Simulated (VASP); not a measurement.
# LiF (Pm-3m) in VASP: notebook

Aim: see how the results for LiF move with the level of theory and the settings. Levels: BLYP+D3(BJ), PBEsol+D3(BJ). Tasks: single point.

Program: VASP 6.6.1. These are calculated values, not measurements. Logs are shortened: lines on timing, memory, paths and dates and some standing lists are left out, and cuts for length are marked.

## Step 1: The cell of the first run

Symmetry: Pm-3m, No. 221, cubic system. The conventional cell has a = 2.487 Å, b = 2.487 Å, c = 2.487 Å, α = 90.00°, β = 90.00°, γ = 90.00°. Li (site symmetry m-3m) has 8 F at 2.15 Å and 6 Li at 2.49 Å within 2.8 Å. Within 2.8 Å of F (site symmetry m-3m) lie 8 Li at 2.15 Å and 6 F at 2.49 Å.

## Step 2: Single point, BLYP+D3(BJ)

INCAR reads:

```
AGGAC = 1.0
AGGAX = 1.0
ALDAC = 0.0
ALDAX = 1.0
ALGO = Normal
EDIFF = 1E-7
ENCUT = 520
GGA = B5
ISIF = 2
ISMEAR = 1
IVDW = 12
LASPH = T
LCHARG = F
LREAL = F
LWAVE = F
NBANDS = 12
NELM = 60
PREC = Accurate
SIGMA = 0.02
VDW_A1 = 0.4298
VDW_A2 = 4.2359
VDW_S6 = 1.0
VDW_S8 = 2.6996
```

KPOINTS reads:

```
k-points
0
Gamma
  8 8 8
```

POSCAR reads:

```
LiF
1.0
    2.4865330696      0.0000000000      0.0000000000
    0.0000000000      2.4865330696      0.0000000000
    0.0000000000      0.0000000000      2.4865330696
Li F
1 1
Direct
    0.0000000000      0.0000000000      0.0000000000
    0.5000000000      0.5000000000      0.5000000000
```

Potentials or basis: VASP PAW PBE potentials, release 64 (Li_sv, F).

The run is started by

```
cat potpaw_PBE.64/Li_sv/POTCAR potpaw_PBE.64/F/POTCAR > POTCAR
mpirun -np 1 vasp_std > vasp.out
```

OUTCAR:

```text
EDIFF = 1E-7
   ENCUT = 520
   GGA = B5
   ISIF = 2
   ISMEAR = 1
   IVDW = 12
   LASPH = T
   LREAL = F
   NELM = 60
   PREC = Accurate
 IVDW          = 12

 ion  position               nearest neighbor table
   1  0.000  0.000  0.000-   2 2.15   2 2.15   2 2.15   2 2.15   2 2.15   2 2.15   2 2.15   2 2.15

   2  0.500  0.500  0.500-   1 2.15   1 2.15   1 2.15   1 2.15   1 2.15   1 2.15   1 2.15   1 2.15

  LATTYP: Found a simple cubic cell.
 ALAT       =     2.4865330696

  Lattice vectors:

 A1 = (   2.4865330696,   0.0000000000,   0.0000000000)
 A2 = (   0.0000000000,   2.4865330696,   0.0000000000)
 A3 = (   0.0000000000,   0.0000000000,   2.4865330696)

Analysis of symmetry for initial positions (statically):
=====================================================================
 Subroutine PRICEL returns:
 Original cell was already a primitive cell.

 Routine SETGRP: Setting up the symmetry group for a
 simple cubic supercell.

 Subroutine GETGRP returns: Found 48 space group operations
 (whereof 48 operations were pure point group operations)
 out of a pool of 48 trial point group operations.

The static configuration has the point symmetry O_h .

Analysis of symmetry for dynamics (positions and initial velocities):
=====================================================================
 Subroutine PRICEL returns:
 Original cell was already a primitive cell.

 Routine SETGRP: Setting up the symmetry group for a
 simple cubic supercell.

 Subroutine GETGRP returns: Found 48 space group operations
 (whereof 48 operations were pure point group operations)
 out of a pool of 48 trial point group operations.

The dynamic configuration has the point symmetry O_h .

 Subroutine INISYM returns: Found 48 space group operations
 (whereof 48 operations are pure point group operations),
 and found     1 'primitive' translations

----------------------------------------------------------------------------------------

                                     Primitive cell

  volume of cell :      15.3739

  direct lattice vectors                    reciprocal lattice vectors
     2.486533070  0.000000000  0.000000000     0.402166379  0.000000000  0.000000000
     0.000000000  2.486533070  0.000000000     0.000000000  0.402166379  0.000000000
     0.000000000  0.000000000  2.486533070     0.000000000  0.000000000  0.402166379

  length of vectors
     2.486533070  2.486533070  2.486533070     0.402166379  0.402166379  0.402166379

  position of ions in fractional coordinates (direct lattice)
     0.000000000  0.000000000  0.000000000
     0.500000000  0.500000000  0.500000000

  ion indices of the primitive-cell ions
   primitive index   ion index
                 1           1
                 2           2

----------------------------------------------------------------------------------------

 KPOINTS: k-points

Automatic generation of k-mesh.
 Grid dimensions read from file:
 generate k-points for:    8    8    8

 Generating k-lattice:

  Cartesian coordinates                     Fractional coordinates (reciprocal lattice)
     0.050270797  0.000000000  0.000000000     0.125000000  0.000000000  0.000000000
     0.000000000  0.050270797  0.000000000     0.000000000  0.125000000  0.000000000
     0.000000000  0.000000000  0.050270797     0.000000000  0.000000000  0.125000000

  Length of vectors
     0.050270797  0.050270797  0.050270797

  Shift w.r.t. Gamma in fractional coordinates (k-lattice)
     0.000000000  0.000000000  0.000000000

 Subroutine IBZKPT returns following result:
 ===========================================

 Found     35 irreducible k-points:

 Following reciprocal coordinates:
            Coordinates               Weight
  0.000000  0.000000  0.000000      1.000000
  0.125000  0.000000  0.000000      6.000000
  0.250000  0.000000  0.000000      6.000000
  0.375000  0.000000  0.000000      6.000000
  0.500000  0.000000  0.000000      3.000000
  0.125000  0.125000  0.000000     12.000000
[... 16 lines left out ...]
  0.375000  0.375000  0.125000     24.000000
  0.500000  0.375000  0.125000     24.000000
 [... further k-points ...]
   k-points           NKPTS =     35   k-points in BZ     NKDIM =     35   number of bands    NBANDS=     12
   number of dos      NEDOS =    301   number of ions     NIONS =      2
   total plane-waves  NPLWV =   5832
   dimension x,y,z NGX =    18 NGY =   18 NGZ =   18
   dimension x,y,z NGXF=    36 NGYF=   36 NGZF=   36
   ions per type =               1   1
   NGX,Y,Z   is equivalent  to a cutoff of  12.03, 12.03, 12.03 a.u.
   NGXF,Y,Z  is equivalent  to a cutoff of  24.07, 24.07, 24.07 a.u.
 SYSTEM =  unknown system
   PREC   = accura    normal or accurate (medium, high low for compatibility)
   ISTART =      0    job   : 0-new  1-cont  2-samecut
   ICHARG =      2    charge: 1-file 2-atom 10-const
   ISPIN  =      1    spin polarized calculation?
   LNONCOLLINEAR =      F non collinear calculations
   LSORBIT =      F    spin-orbit coupling
   LASPH  =      T    aspherical Exc in radial PAW
   ENCUT  =  520.0 eV  38.22 Ry    6.18 a.u.   4.62  4.62  4.62*2*pi/ulx,y,z
   NELM   =     60;   NELMIN=  2; NELMDL= -5     # of ELM steps
   EDIFF  = 0.1E-06   stopping-criterion for ELM
   LREAL  =      F    real-space projection
   EDIFFG = 0.1E-05   stopping-criterion for IOM
   NSW    =      0    number of steps for IOM
   IBRION =     -1    ionic relax: 0-MD 1-quasi-New 2-CG
   NFREE  =      0    steps in history (QN), initial steepest desc. (CG)
   ISIF   =      2    stress and relaxation
   ISYM   =      2    0-nonsym 1-usesym 2-fastsym
   POTIM  = 0.5000    time-step for ionic-motion
   TEBEG  =    0.0;   TEEND  =   0.0 temperature during run
   PSTRESS=    0.0 pullay stress
   NELECT =      10.0000    total number of electrons
   NUPDOWN=      -1.0000    fix difference up-down
   EMIN   =  10.00;   EMAX   =-10.00  energy-range for DOS
   EFERMI =   0.00;   METHOD = LEGACY
   ISMEAR =     1;   SIGMA  =   0.02  broadening in eV -4-tet -1-fermi 0-gaus
   EFERMI_NEDOS =   21; number of points for ismear=-14 and -15
   IALGO  =     38    algorithm
   IMIX   =      4    mixing-type and parameters
     AMIX     =   0.40;   BMIX     =  1.00
     AMIX_MAG =   1.60;   BMIX_MAG =  1.00
  volume/ion in A,a.u.               =       7.69        51.87
  Fermi-wavevector in a.u.,A,eV,Ry     =   1.418450  2.680481 27.374914  2.011999
  Thomas-Fermi vector in A             =   2.539574
   LORBIT       =      0    0 simple, 1 ext, 2 COOP (PROOUT), +10 PAW based schemes
   GGA     = B5    functional components
   LHFCALC =     F    Hartree Fock is set to
   AEXX    =    0.0000 exact exchange contribution
   IVDW    =    12    specifies the selected vdW correction
   LEPSILON=     F    determine dielectric tensor
   LRPA    =     F    only Hartree local field effects (RPA)
 non-spin polarized calculation
 Methfessel and Paxton  Order N= 1 SIGMA  =   0.02
  energy-cutoff  :      520.00
  volume of cell :       15.37
 maximum number of plane-waves:       437
   NGX =  9   NGY =  9   NGZ =  9

 number of electron      10.0000031 magnetization

 Free energy of the ion-electron system (eV)
  ---------------------------------------------------
  ext. energy  EPLUGINS =         0.00000000
  ---------------------------------------------------
  free energy    TOTEN  =        -8.89197028 eV

  energy without entropy =       -8.89197028  energy(sigma->0) =       -8.89197028

 E-fermi :   1.1229     XC(G=0): -10.0739

 val. band max:        0.9015944608   @ k =   0.5000   0.5000   0.0000
 cond. band min:       9.3747860622   @ k =   0.0000   0.0000   0.0000
 fundamental gap:      8.4731916014
 Fermi energy:         1.1228726522

 k-point     1 :       0.0000    0.0000    0.0000
  band No.  band energies     occupation
      1     -42.3610      2.00000
      2     -20.1425      2.00000
      3       0.1411      2.00000
      4       0.1411      2.00000
      5       0.1411      2.00000
      6       9.3748      0.00000
      7      20.5323      0.00000
      8      20.5323      0.00000
      9      22.7532      0.00000
     10      22.7532      0.00000
     11      22.7532      0.00000
     12      40.7954      0.00000

 k-point     2 :       0.1250    0.0000    0.0000
  band No.  band energies     occupation
      1     -42.3519      2.00000
      2     -20.0682      2.00000
      3      -0.4364      2.00000
      4       0.2040      2.00000
      5       0.2040      2.00000
      6       9.7147      0.00000
      7      18.6907      0.00000
      8      20.9082      0.00000
      9      22.6588      0.00000
     10      22.6588      0.00000
     11      25.5893      0.00000
     12      38.8242      0.00000

 k-point     3 :       0.2500    0.0000    0.0000
  band No.  band energies     occupation
      1     -42.3302      2.00000
      2     -19.8826      2.00000
      3      -1.6594      2.00000
      4       0.3594      2.00000
      5       0.3594      2.00000
      6      10.2922      0.00000
      7      17.0300      0.00000
      8      22.0322      0.00000
      9      22.3929      0.00000
     10      22.3929      0.00000
     11      30.1879      0.00000
     12      34.2623      0.00000
[... 286 lines left out ...]
 k-point    23 :       0.3750    0.3750    0.1250
  band No.  band energies     occupation
      1     -42.2571      2.00000
      2     -19.0784      2.00000
      3      -2.2850      2.00000
      4      -2.2251      2.00000
      5       0.3563      2.00000
      6      13.8776      0.00000
      7      15.3375      0.00000
      8      15.4823      0.00000
      9      23.5888      0.00000
     10      24.5988      0.00000
     11      29.6761      0.00000
     12      31.5462      0.00000

 k-point    24 :       0.5000    0.3750    0.1250
  band No.  band energies     occupation
      1     -42.2496      2.00000
      2     -18.9808      2.00000
      3      -2.6609      2.00000
      4      -2.1805      2.00000
      5       0.4255      2.00000
      6      14.3410      0.00000
      7      14.8092      0.00000
      8      15.4037      0.00000
      9      22.9667      0.00000
     10      25.0740      0.00000
     11      29.2886      0.00000
     12      30.9250      0.00000

 [... further k-points ...]

------------------------ aborting loop because EDIFF is reached ----------------------------------------

 Edisp (eV)   -0.80536

 E8    (eV) :    -0.5455

  FORCE on cell =-STRESS in cart. coord.  units (eV):
  Direction    XX          YY          ZZ          XY          YZ          ZX
  --------------------------------------------------------------------------------------
  -------------------------------------------------------------------------------------
  Total      -0.04467    -0.04467    -0.04467     0.00000     0.00000    -0.00000
  in kB      -4.65558    -4.65558    -4.65558     0.00000     0.00000    -0.00000
  external pressure =       -4.66 kB  Pullay stress =        0.00 kB

 VOLUME and BASIS-vectors are now :
 -----------------------------------------------------------------------------
  energy-cutoff  :      520.00
  volume of cell :       15.37
      direct lattice vectors                 reciprocal lattice vectors
     2.486533070  0.000000000  0.000000000     0.402166379  0.000000000  0.000000000
     0.000000000  2.486533070  0.000000000     0.000000000  0.402166379  0.000000000
     0.000000000  0.000000000  2.486533070     0.000000000  0.000000000  0.402166379

 POSITION                                       TOTAL-FORCE (eV/Angst)
 -----------------------------------------------------------------------------------
      0.00000      0.00000      0.00000         0.000000      0.000000      0.000000
      1.24327      1.24327      1.24327         0.000000      0.000000      0.000000
 -----------------------------------------------------------------------------------
    total drift:                                0.000000     -0.000000      0.000000

  FREE ENERGIE OF THE ION-ELECTRON SYSTEM (eV)
  ---------------------------------------------------
  free  energy   TOTEN  =        -9.6973265209 eV

  energy  without entropy=       -9.6973265209  energy(sigma->0) =       -9.69732652
```

It took 10 s on 1 thread of Intel Xeon Platinum 8259CL at 2.50GHz (Skylake/Cascade Lake), shared host; peak memory 0.13 GiB.

Results:

```yaml
Free_energy: -9.6973 eV
Band_gap_on_the_k_mesh: 8.47 eV, indirect (least direct gap 9.23 eV)
Dispersion_energy_per_atom: -0.403 eV
```

Caveat: the cutoff is under 1.25 times the usual one of these potentials, so pressure, stress and relaxed cells hold a basis-set (Pulay) error; the PAW data sets were made with another functional, which shifts forces and pressure a little. BLYP gaps usually lie below the measured ones, often by a third to a half.

## Step 3: Single point, PBEsol+D3(BJ)

This run uses another cell than the first one, of 7.71 Å³/atom, 1.004 times its volume.

INCAR reads:

```
ALGO = Normal ; EDIFF = 1E-6
ENCUT = 520 ; GGA = PS
ISIF = 2 ; ISMEAR = 1
IVDW = 12 ; LASPH = True
LCHARG = True ; LELF = True
LREAL = False ; LVHAR = True
LWAVE = False ; NBANDS = 12
NELM = 100 ; PREC = Accurate
SIGMA = 0.02
```

KPOINTS is that of step 2.

POSCAR reads:

```
LiF
1.0
    2.4895145771      0.0000000000      0.0000000000
    0.0000000000      2.4895145771      0.0000000000
    0.0000000000      0.0000000000      2.4895145771
Li F
1 1
Direct
    0.0000000000      0.0000000000      0.0000000000
    0.5000000000      0.5000000000      0.5000000000
```

Potentials or basis: VASP PAW PBE potentials, release 64 (Li_sv, F).

The run is started by

```
cat potpaw_PBE.64/Li_sv/POTCAR potpaw_PBE.64/F/POTCAR > POTCAR
mpirun -np 1 vasp_std > vasp.out
```

OUTCAR:

```text
EDIFF = 1E-6
   ENCUT = 520
   GGA = PS
   ISIF = 2
   ISMEAR = 1
   IVDW = 12
   LASPH = True
   LREAL = False
   NELM = 100
   PREC = Accurate
 IVDW          = 12

 ion  position               nearest neighbor table
   1  0.000  0.000  0.000-   2 2.16   2 2.16   2 2.16   2 2.16   2 2.16   2 2.16   2 2.16   2 2.16

   2  0.500  0.500  0.500-   1 2.16   1 2.16   1 2.16   1 2.16   1 2.16   1 2.16   1 2.16   1 2.16

  LATTYP: Found a simple cubic cell.
 ALAT       =     2.4895145771

  Lattice vectors:

 A1 = (   2.4895145771,   0.0000000000,   0.0000000000)
 A2 = (   0.0000000000,   2.4895145771,   0.0000000000)
 A3 = (   0.0000000000,   0.0000000000,   2.4895145771)

Analysis of symmetry for initial positions (statically):
=====================================================================
 Subroutine PRICEL returns:
 Original cell was already a primitive cell.

 Routine SETGRP: Setting up the symmetry group for a
 simple cubic supercell.

 Subroutine GETGRP returns: Found 48 space group operations
 (whereof 48 operations were pure point group operations)
 out of a pool of 48 trial point group operations.

The static configuration has the point symmetry O_h .

Analysis of symmetry for dynamics (positions and initial velocities):
=====================================================================
 Subroutine PRICEL returns:
 Original cell was already a primitive cell.

 Routine SETGRP: Setting up the symmetry group for a
 simple cubic supercell.

 Subroutine GETGRP returns: Found 48 space group operations
 (whereof 48 operations were pure point group operations)
 out of a pool of 48 trial point group operations.

The dynamic configuration has the point symmetry O_h .

 Subroutine INISYM returns: Found 48 space group operations
 (whereof 48 operations are pure point group operations),
 and found     1 'primitive' translations

[... 123 lines left out ...]
   LEPSILON=     F    determine dielectric tensor
   LRPA    =     F    only Hartree local field effects (RPA)
 non-spin polarized calculation
 Methfessel and Paxton  Order N= 1 SIGMA  =   0.02
  energy-cutoff  :      520.00
  volume of cell :       15.43
 maximum number of plane-waves:       437
 NGX is ok and might be reduce to    20
   NGX =  9   NGY =  9   NGZ =  9

 number of electron      10.0000013 magnetization

 Free energy of the ion-electron system (eV)
  ---------------------------------------------------
  ext. energy  EPLUGINS =         0.00000000
  ---------------------------------------------------
  free energy    TOTEN  =        -9.27871152 eV

  energy without entropy =       -9.27871152  energy(sigma->0) =       -9.27871152

 E-fermi :   0.7698     XC(G=0): -10.5516

 val. band max:        0.5975991072   @ k =   0.5000   0.5000   0.0000
 cond. band min:       8.6902319468   @ k =   0.0000   0.0000   0.0000
 fundamental gap:      8.0926328396
 Fermi energy:         0.7697886637

 k-point     1 :       0.0000    0.0000    0.0000
  band No.  band energies     occupation
      1     -41.4439      2.00000
      2     -20.4642      2.00000
      3      -0.1682      2.00000
      4      -0.1682      2.00000
      5      -0.1682      2.00000
      6       8.6902      0.00000
      7      19.6694      0.00000
      8      19.6694      0.00000
      9      22.3899      0.00000
     10      22.3899      0.00000
     11      22.3899      0.00000
     12      40.4317      0.00000
[... 331 lines left out ...]
 k-point    24 :       0.5000    0.3750    0.1250
  band No.  band energies     occupation
      1     -41.3194      2.00000
      2     -19.2985      2.00000
      3      -3.0267      2.00000
      4      -2.5390      2.00000
      5       0.1144      2.00000
      6      13.7158      0.00000
      7      14.1389      0.00000
      8      14.7610      0.00000
      9      22.3703      0.00000
     10      24.7354      0.00000
     11      28.7158      0.00000
     12      30.4100      0.00000

 [... further k-points ...]

------------------------ aborting loop because EDIFF is reached ----------------------------------------

 Edisp (eV)   -0.30550

 E8    (eV) :    -0.1805

  FORCE on cell =-STRESS in cart. coord.  units (eV):
  Direction    XX          YY          ZZ          XY          YZ          ZX
  --------------------------------------------------------------------------------------
  -------------------------------------------------------------------------------------
  Total      -0.03929    -0.03929    -0.03929     0.00000     0.00000    -0.00000
  in kB      -4.07990    -4.07990    -4.07990     0.00000     0.00000    -0.00000
  external pressure =       -4.08 kB  Pullay stress =        0.00 kB

 VOLUME and BASIS-vectors are now :
 -----------------------------------------------------------------------------
  energy-cutoff  :      520.00
  volume of cell :       15.43
      direct lattice vectors                 reciprocal lattice vectors
     2.489514577  0.000000000  0.000000000     0.401684734  0.000000000  0.000000000
     0.000000000  2.489514577  0.000000000     0.000000000  0.401684734  0.000000000
     0.000000000  0.000000000  2.489514577     0.000000000  0.000000000  0.401684734

 POSITION                                       TOTAL-FORCE (eV/Angst)
 -----------------------------------------------------------------------------------
      0.00000      0.00000      0.00000         0.000000      0.000000      0.000000
      1.24476      1.24476      1.24476         0.000000      0.000000      0.000000
 -----------------------------------------------------------------------------------
    total drift:                                0.000000      0.000000      0.000000

  FREE ENERGIE OF THE ION-ELECTRON SYSTEM (eV)
  ---------------------------------------------------
  free  energy   TOTEN  =        -9.5842097901 eV

  energy  without entropy=       -9.5842097901  energy(sigma->0) =       -9.58420979
```

It took 7.1 s on 1 thread of Intel Xeon Platinum 8259CL at 2.50GHz (Skylake/Cascade Lake), shared host; peak memory 0.13 GiB.

Results:

```
Free energy                : -9.5842 eV
Band gap on the k mesh     : 8.09 eV, indirect (least direct gap 8.86 eV)
Dispersion energy per atom : -0.153 eV
```

Caveat: the cutoff is under 1.25 times the usual one of these potentials, so pressure, stress and relaxed cells hold a basis-set (Pulay) error; the PAW data sets were made with another functional, which shifts forces and pressure a little. A hybrid or GW would open this gap; PBEsol tends to underestimate it.
